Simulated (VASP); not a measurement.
# KI in VASP: notebook

KI is run at these levels: r2SCAN; tasks: single point.

All numbers are computed with VASP 6.6.1; they aren't measurements. Logs are shortened: lines on timing, memory, paths and dates and some standing lists are left out, and cuts for length are marked.

## Step 1: The cell of the first run

Symmetry: Fm-3m, No. 225, cubic system. The conventional cell has a = 7.331 Å, b = 7.331 Å, c = 7.331 Å, α = 90.00°, β = 90.00°, γ = 90.00°. Within 4.8 Å of K (site symmetry m-3m) lie 6 I at 3.67 Å. I (site symmetry m-3m) has 6 K at 3.67 Å within 4.8 Å.

## Step 2: Single point, r2SCAN (strain +0.040 along x and y, +0.040 along z)

Input file POSCAR:

```
KI
1.0
    0.0000000000      3.6655320000      3.6655320000
    3.6655320000      0.0000000000      3.6655320000
    3.6655320000      3.6655320000      0.0000000000
K I
1 1
Direct
    0.0000000000      0.0000000000      0.0000000000
    0.5000000000      0.5000000000      0.5000000000
```

Input file INCAR.step1:

```
SYSTEM = KI
  PREC = Accurate
  ENCUT = 520
  ISMEAR = 0
  SIGMA = 0.05
  LREAL = .FALSE.
  LASPH = .TRUE.
  NELM = 100
  NBANDS = 15
  GGA = PE
  ALGO = Normal
  EDIFF = 1E-4
  LWAVE = .TRUE.
  LCHARG = .FALSE.
```

Input file INCAR.step2:

```
SYSTEM = KI
  PREC = Accurate
  ENCUT = 520
  EDIFF = 1E-6
  ISMEAR = 0
  SIGMA = 0.05
  LREAL = .FALSE.
  LASPH = .TRUE.
  NELM = 100
  ALGO = Normal
  ISIF = 2
  LWAVE = .FALSE.
  LCHARG = .FALSE.
  METAGGA = R2SCAN
  LMIXTAU = .TRUE.
  NBANDS = 15
  ISTART = 1
```

Input file KPOINTS:

```
Automatic mesh
0
G
  6 6 6
  0 0 0
```

Potentials or basis: VASP PAW PBE potentials, release 64 (K_sv, I).

The run is started by

```bash
> cat potpaw_PBE.64/K_sv/POTCAR potpaw_PBE.64/I/POTCAR > POTCAR
> cp INCAR.step1 INCAR
> mpirun -np 1 vasp_std > vasp.out
> cp INCAR.step2 INCAR
> mpirun -np 1 vasp_std > vasp.out
```

OUTCAR:

```text
SYSTEM = KI
   PREC = Accurate
   ENCUT = 520
   EDIFF = 1E-6
   ISMEAR = 0
   LREAL = .FALSE.
   LASPH = .TRUE.
   NELM = 100
   ISIF = 2
   METAGGA = R2SCAN
   ISTART = 1

 ion  position               nearest neighbor table
   1  0.000  0.000  0.000-   2 3.67   2 3.67   2 3.67   2 3.67   2 3.67   2 3.67
   2  0.500  0.500  0.500-   1 3.67   1 3.67   1 3.67   1 3.67   1 3.67   1 3.67

  LATTYP: Found a face centered cubic cell.
 ALAT       =     7.3310640000

  Lattice vectors:

 A1 = (   0.0000000000,   3.6655320000,   3.6655320000)
 A2 = (   3.6655320000,   0.0000000000,   3.6655320000)
 A3 = (   3.6655320000,   3.6655320000,   0.0000000000)

Analysis of symmetry for initial positions (statically):
=====================================================================
 Subroutine PRICEL returns:
 Original cell was already a primitive cell.

 Routine SETGRP: Setting up the symmetry group for a
 face centered cubic supercell.

 Subroutine GETGRP returns: Found 48 space group operations
 (whereof 48 operations were pure point group operations)
 out of a pool of 48 trial point group operations.

The static configuration has the point symmetry O_h .

Analysis of symmetry for dynamics (positions and initial velocities):
=====================================================================
 Subroutine PRICEL returns:
 Original cell was already a primitive cell.

 Routine SETGRP: Setting up the symmetry group for a
 face centered cubic supercell.

 Subroutine GETGRP returns: Found 48 space group operations
 (whereof 48 operations were pure point group operations)
 out of a pool of 48 trial point group operations.

The dynamic configuration has the point symmetry O_h .

 Subroutine INISYM returns: Found 48 space group operations
 (whereof 48 operations are pure point group operations),
 and found     1 'primitive' translations

----------------------------------------------------------------------------------------

                                     Primitive cell

  volume of cell :      98.5011

  direct lattice vectors                    reciprocal lattice vectors
     0.000000000  3.665532000  3.665532000    -0.136405848  0.136405848  0.136405848
     3.665532000  0.000000000  3.665532000     0.136405848 -0.136405848  0.136405848
     3.665532000  3.665532000  0.000000000     0.136405848  0.136405848 -0.136405848

  length of vectors
     5.183845068  5.183845068  5.183845068     0.236261859  0.236261859  0.236261859

  position of ions in fractional coordinates (direct lattice)
     0.000000000  0.000000000  0.000000000
     0.500000000  0.500000000  0.500000000

  ion indices of the primitive-cell ions
   primitive index   ion index
                 1           1
                 2           2

----------------------------------------------------------------------------------------

 KPOINTS: Automatic mesh

Automatic generation of k-mesh.
 Grid dimensions read from file:
 generate k-points for:    6    6    6

 Generating k-lattice:

  Cartesian coordinates                     Fractional coordinates (reciprocal lattice)
    -0.022734308  0.022734308  0.022734308     0.166666667  0.000000000  0.000000000
     0.022734308 -0.022734308  0.022734308     0.000000000  0.166666667  0.000000000
     0.022734308  0.022734308 -0.022734308     0.000000000  0.000000000  0.166666667

  Length of vectors
     0.039376976  0.039376976  0.039376976

  Shift w.r.t. Gamma in fractional coordinates (k-lattice)
     0.000000000  0.000000000  0.000000000

 Subroutine IBZKPT returns following result:
 ===========================================

 Found     16 irreducible k-points:

 Following reciprocal coordinates:
            Coordinates               Weight
  0.000000  0.000000  0.000000      1.000000
  0.166667  0.000000  0.000000      8.000000
  0.333333  0.000000  0.000000      8.000000
  0.500000  0.000000  0.000000      4.000000
  0.166667  0.166667  0.000000      6.000000
  0.333333  0.166667  0.000000     24.000000
[... 8 lines left out ...]
 -0.333333  0.333333  0.166667     24.000000
 -0.333333  0.500000  0.166667     12.000000
   k-points           NKPTS =     16   k-points in BZ     NKDIM =     16   number of bands    NBANDS=     15
   number of dos      NEDOS =    301   number of ions     NIONS =      2
   total plane-waves  NPLWV =  64000
   dimension x,y,z NGX =    40 NGY =   40 NGZ =   40
   dimension x,y,z NGXF=    80 NGYF=   80 NGZF=   80
   ions per type =               1   1
   NGX,Y,Z   is equivalent  to a cutoff of  12.83, 12.83, 12.83 a.u.
   NGXF,Y,Z  is equivalent  to a cutoff of  25.66, 25.66, 25.66 a.u.
 SYSTEM =  KI
   PREC   = accura    normal or accurate (medium, high low for compatibility)
   ISTART =      1    job   : 0-new  1-cont  2-samecut
   ICHARG =      0    charge: 1-file 2-atom 10-const
   ISPIN  =      1    spin polarized calculation?
   LNONCOLLINEAR =      F non collinear calculations
   LSORBIT =      F    spin-orbit coupling
   LASPH  =      T    aspherical Exc in radial PAW
   ENCUT  =  520.0 eV  38.22 Ry    6.18 a.u.   9.64  9.64  9.64*2*pi/ulx,y,z
   NELM   =    100;   NELMIN=  2; NELMDL=  0     # of ELM steps
   EDIFF  = 0.1E-05   stopping-criterion for ELM
   LREAL  =      F    real-space projection
   EDIFFG = 0.1E-04   stopping-criterion for IOM
   NSW    =      0    number of steps for IOM
   IBRION =     -1    ionic relax: 0-MD 1-quasi-New 2-CG
   NFREE  =      0    steps in history (QN), initial steepest desc. (CG)
   ISIF   =      2    stress and relaxation
   ISYM   =      2    0-nonsym 1-usesym 2-fastsym
   POTIM  = 0.5000    time-step for ionic-motion
   TEBEG  =    0.0;   TEEND  =   0.0 temperature during run
   PSTRESS=    0.0 pullay stress
   NELECT =      16.0000    total number of electrons
   NUPDOWN=      -1.0000    fix difference up-down
   EMIN   =  10.00;   EMAX   =-10.00  energy-range for DOS
   EFERMI =   0.00;   METHOD = LEGACY
   ISMEAR =     0;   SIGMA  =   0.05  broadening in eV -4-tet -1-fermi 0-gaus
   EFERMI_NEDOS =   21; number of points for ismear=-14 and -15
   IALGO  =     38    algorithm
   IMIX   =      4    mixing-type and parameters
     AMIX     =   0.40;   BMIX     =  1.00
     AMIX_MAG =   1.60;   BMIX_MAG =  1.00
  volume/ion in A,a.u.               =      49.25       332.36
  Fermi-wavevector in a.u.,A,eV,Ry     =   0.893239  1.687977 10.855768  0.797876
  Thomas-Fermi vector in A             =   2.015291
   LORBIT       =      0    0 simple, 1 ext, 2 COOP (PROOUT), +10 PAW based schemes
   METAGGA = R2SCAN    functional components
   LHFCALC =     F    Hartree Fock is set to
   AEXX    =    0.0000 exact exchange contribution
   IVDW    =     0    specifies the selected vdW correction
   LEPSILON=     F    determine dielectric tensor
   LRPA    =     F    only Hartree local field effects (RPA)
 non-spin polarized calculation
 Gauss-broadening in eV      SIGMA  =   0.05
  energy-cutoff  :      520.00
  volume of cell :       98.50
 maximum number of plane-waves:      2685
 NGX is ok and might be reduce to    40
   NGX = 19   NGY = 19   NGZ = 19

 number of electron      15.9999999 magnetization

 Free energy of the ion-electron system (eV)
  ---------------------------------------------------
  ext. energy  EPLUGINS =         0.00000000
  ---------------------------------------------------
  free energy    TOTEN  =       -33.95465893 eV

  energy without entropy =      -33.95465893  energy(sigma->0) =      -33.95465893

 E-fermi :  -0.9680     XC(G=0):  -7.0634

 val. band max:       -1.2848873138   @ k =   0.0000   0.0000   0.0000
 cond. band min:       3.0601300892   @ k =   0.0000   0.0000   0.0000
 fundamental gap:      4.3450174029
 Fermi energy:        -0.9679659904

 k-point     1 :       0.0000    0.0000    0.0000
  band No.  band energies     occupation
      1     -31.1553      2.00000
      2     -13.8570      2.00000
      3     -13.8570      2.00000
      4     -13.8570      2.00000
      5     -11.9453      2.00000
      6      -1.2849      2.00000
      7      -1.2849      2.00000
      8      -1.2849      2.00000
      9       3.0601      0.00000
     10       5.7978      0.00000
     11       5.7978      0.00000
     12       5.7978      0.00000
     13       6.5789      0.00000
     14       6.5789      0.00000
     15       8.8061      0.00000

 k-point     2 :       0.1667    0.0000    0.0000
  band No.  band energies     occupation
      1     -31.1551      2.00000
      2     -13.8771      2.00000
      3     -13.8574      2.00000
      4     -13.8574      2.00000
      5     -11.9011      2.00000
      6      -1.6158      2.00000
      7      -1.3521      2.00000
      8      -1.3521      2.00000
      9       3.6171      0.00000
     10       5.6564      0.00000
     11       6.0726      0.00000
     12       6.0726      0.00000
     13       6.8461      0.00000
     14       6.8461      0.00000
     15       9.6693      0.00000

 k-point     3 :       0.3333    0.0000    0.0000
  band No.  band energies     occupation
      1     -31.1545      2.00000
      2     -13.9152      2.00000
      3     -13.8581      2.00000
      4     -13.8581      2.00000
      5     -11.8138      2.00000
      6      -2.1444      2.00000
      7      -1.4790      2.00000
      8      -1.4790      2.00000
      9       4.4151      0.00000
     10       6.0448      0.00000
     11       6.7242      0.00000
     12       6.7242      0.00000
     13       7.5734      0.00000
     14       7.5735      0.00000
     15       8.7681      0.00000
[... 199 lines left out ...]
 k-point    15 :      -0.3333    0.3333    0.1667
  band No.  band energies     occupation
      1     -31.1540      2.00000
      2     -13.9011      2.00000
      3     -13.8712      2.00000
      4     -13.8655      2.00000
      5     -11.7951      2.00000
      6      -2.0836      2.00000
      7      -1.8167      2.00000
      8      -1.6396      2.00000
      9       5.3737      0.00000
     10       5.7795      0.00000
     11       6.1135      0.00000
     12       7.3860      0.00000
     13       7.9101      0.00000
     14       8.3914      0.00000
     15       8.9587      0.00000

 k-point    16 :      -0.3333    0.5000    0.1667
  band No.  band energies     occupation
      1     -31.1540      2.00000
      2     -13.8794      2.00000
      3     -13.8790      2.00000
      4     -13.8716      2.00000
      5     -11.8111      2.00000
      6      -2.0253      2.00000
      7      -1.7590      2.00000
      8      -1.7216      2.00000
      9       4.8976      0.00000
     10       5.5462      0.00000
     11       6.4535      0.00000
     12       7.4257      0.00000
     13       7.8131      0.00000
     14       8.8218      0.00000
     15       9.1056      0.00000

------------------------ aborting loop because EDIFF is reached ----------------------------------------

  FORCE on cell =-STRESS in cart. coord.  units (eV):
  Direction    XX          YY          ZZ          XY          YZ          ZX
  --------------------------------------------------------------------------------------
  -------------------------------------------------------------------------------------
  Total       -0.5972352     -0.5972352     -0.5972352     -0.0000000     -0.0000000      0.0000000
  in kB       -9.7143759     -9.7143759     -9.7143759     -0.0000000     -0.0000000      0.0000000
  external PRESSURE =      -9.7143759 kB  Pullay stress =       0.0000000 kB

 VOLUME and BASIS-vectors are now :
 -----------------------------------------------------------------------------
  energy-cutoff  :      520.00
  volume of cell :       98.50
      direct lattice vectors                 reciprocal lattice vectors
     0.000000000  3.665532000  3.665532000    -0.136405848  0.136405848  0.136405848
     3.665532000  0.000000000  3.665532000     0.136405848 -0.136405848  0.136405848
     3.665532000  3.665532000  0.000000000     0.136405848  0.136405848 -0.136405848

 POSITION                                       TOTAL-FORCE (eV/Angst)
 -----------------------------------------------------------------------------------
      0.00000      0.00000      0.00000         0.000000     -0.000000     -0.000000
      3.66553      3.66553      3.66553        -0.000000      0.000000      0.000000
 -----------------------------------------------------------------------------------
    total drift:                                0.000000     -0.000000     -0.000000

  FREE ENERGIE OF THE ION-ELECTRON SYSTEM (eV)
  ---------------------------------------------------
  free  energy   TOTEN  =       -33.9546589266 eV

  energy  without entropy=      -33.9546589266  energy(sigma->0) =      -33.95465893
```

Wall time 1.7 min (1 thread of Intel Xeon 6975P-C, shared host); peak memory 0.27 GiB.

Results:

| Property | Result |
| --- | --- |
| Free energy | -33.9547 eV |
| Pressure | -1.0 GPa |
| Band gap on the k mesh | 4.34 eV, direct |

Caveat: the cell differs from its parent crystal (strain +0.040 along x and y, +0.040 along z); the PAW data sets were made with another functional, which shifts forces and pressure a little; spin-orbit coupling is left out, which moves the levels of the heavy elements.

(Continued in part 2 of 3.)
